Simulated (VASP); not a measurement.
Input of a VASP 6.6.1 run:

Contents of INCAR:

```
PREC = Accurate ; ENCUT = 520
EDIFF = 1E-6 ; ISMEAR = 0
SIGMA = 0.1 ; LREAL = False
LASPH = True ; NELM = 100
ALGO = Normal ; ISIF = 2
LWAVE = False ; LCHARG = False
LDIPOL = True ; IDIPOL = 3
DIPOL = 0.5 0.5 0.325 ; GGA = PE
NBANDS = 54
```

File KPOINTS:

```
regular mesh
0
Gamma
  4 5 1
```

File POSCAR:

```
Sc8H
1.0
    6.6389479791      0.0000000000      0.0000000000
    0.0000000000      5.1626219083      0.0000000000
    0.0000000000      0.0000000000     19.1132872497
Sc H
8 1
Direct
    0.0000000000      0.7500000000      0.2092784955
    0.5000000000      0.7500000000      0.2092784955
    0.2500000000      0.2500000000      0.2594137541
    0.7500000000      0.2500000000      0.2594137541
    0.2500000000      0.7500000000      0.3452852846
    0.7500000000      0.7500000000      0.3452852846
    0.0000000000      0.2500000000      0.3983243254
    0.5000000000      0.2500000000      0.3983243254
    0.0000000000      0.2500000000      0.4965691085
```

Potentials or basis: VASP PAW PBE potentials, release 64 (Sc_sv, H).

The run is started by

```console
$ cat potpaw_PBE.64/Sc_sv/POTCAR potpaw_PBE.64/H/POTCAR > POTCAR
$ mpirun -np 1 vasp_std > vasp.out
```

Predict the largest force.

0.289 eV/Å.

Forces on the atoms (eV/Å):
```
Sc   0.000  0.000 -0.034
Sc   0.000  0.000 -0.185
Sc   0.073  0.000  0.196
Sc  -0.073  0.000  0.196
Sc   0.201  0.000 -0.209
Sc  -0.201  0.000 -0.209
Sc   0.000  0.000  0.041
Sc   0.000  0.000  0.169
H    0.000  0.000  0.034
```
